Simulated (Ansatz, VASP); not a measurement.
# One calculation of Ca, two programs

```
Ca
1.0
     0.00000    2.78350    2.78350
     2.78350    0.00000    2.78350
     2.78350    2.78350    0.00000
Ca
1
Cartesian
  0.0000 0.0000 0.0000
```

Alike in both runs: task single point; functional r2SCAN; k mesh 10 × 10 × 10; occupations gaussian, width 0.03 eV; no spin polarisation.

```csv
,VASP,Ansatz
version,VASP 6.6.1,Ansatz 0.2.0
potentials or method,"VASP PAW PBE potentials, release 64 (Ca_sv), cutoff 520 eV","plane waves (500 eV) with PAW, scalar-relativistic"
valence electrons in the cell,10,10
```

|  | VASP | Ansatz | Ansatz less VASP |
| --- | --- | --- | --- |
| pressure (GPa) | 0.0 | 0.0 | -0.05 |

VASP's potentials were made for PBE, not for r2SCAN.
